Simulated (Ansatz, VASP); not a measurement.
KZnF3: VASP beside Ansatz

Contents of POSCAR:

```
KZnF3
1.0
    4.1273411201      0.0000000000      0.0000000000
    0.0000000000      4.1273411201      0.0000000000
    0.0000000000      0.0000000000      4.1273411201
K Zn F
1 1 3
Direct
    0.0000000000      0.0000000000      0.0000000000
    0.5000000000      0.5000000000      0.5000000000
    0.0000000000      0.5000000000      0.5000000000
    0.5000000000      0.0000000000      0.5000000000
    0.5000000000      0.5000000000      0.0000000000
```

INCAR.step1

```
SYSTEM = KZnF3
ALGO = Normal
EDIFF = 1E-5
ENCUT = 520
GGA = PE
ISIF = 2
ISMEAR = 0
LASPH = .True.
LCHARG = .False.
LREAL = .False.
LWAVE = .True.
NBANDS = 29
NELM = 100
PREC = Accurate
SIGMA = 0.02
```

File INCAR.step2:

```
SYSTEM = KZnF3
ALGO = Normal
EDIFF = 1E-6
ENCUT = 520
GGA = PE
HFSCREEN = 0.2079
ISIF = 2
ISMEAR = 0
ISTART = 1
LASPH = .True.
LCHARG = .False.
LHFCALC = .True.
LREAL = .False.
LWAVE = .False.
NBANDS = 29
NELM = 100
PREC = Accurate
PRECFOCK = Fast
SIGMA = 0.02
```

Contents of KPOINTS:

```
k-points
0
Gamma
  4 4 4
  0 0 0
```

Input for Ansatz:

```yaml
crystal:
  lattice:
    - [4.1273411201, 0.0, 0.0]
    - [0.0, 4.1273411201, 0.0]
    - [0.0, 0.0, 4.1273411201]
  atoms:
    - { symbol: K, position: [0.0, 0.0, 0.0] }
    - { symbol: Zn, position: [0.5, 0.5, 0.5] }
    - { symbol: F, position: [0.0, 0.5, 0.5] }
    - { symbol: F, position: [0.5, 0.0, 0.5] }
    - { symbol: F, position: [0.5, 0.5, 0.0] }
basis:
  ecutwfc: 420
kpoints:
  mp_grid: { grid: [4, 4, 4] }
  band_path:
    path:
      - [[0.0, 0.0, 0.0], [0.0, 0.5, 0.0], [0.5, 0.5, 0.0], [0.0, 0.0, 0.0], [0.5, 0.5, 0.5], [0.0, 0.5, 0.0]]
      - [[0.5, 0.5, 0.5], [0.5, 0.5, 0.0]]
    npoints: 4
hamiltonian:
  xc: hse06
scf:
  occupations: { method: gaussian, width: 0.02 }
output:
  forces: true
  stress: true
  eigenvalues: true
  populations: true
  dos: { projected: true, de: 0.02 }
  bader: false
  write_density: true
  write_potential: true
  elf: true
  volumetric_format: npy
```

Alike in both runs: task single point; functional HSE06; k mesh 4 × 4 × 4; occupations gaussian, width 0.02 eV; no spin polarisation.

```csv
,VASP,Ansatz
version,VASP 6.6.1,Ansatz 0.2.0
potentials or method,"VASP PAW PBE potentials, release 64 (K_sv, Zn, F), cutoff 520 eV","scalar-relativistic, plane waves, PAW"
valence electrons in the cell,42,42
```

Ansatz gave:

```
gap on the k mesh at the Fermi level (eV) : 6.16
least direct gap on the mesh (eV)         : 7.56
pressure (GPa)                            : -2.5
```

Task: What did VASP give for the same quantities?

Result: gap on the k mesh at the Fermi level (eV): 6.05; least direct gap on the mesh (eV): 7.51; pressure (GPa): -2.1.

Ansatz's warnings: stress exchange threshold loose, stress scf threshold loose.
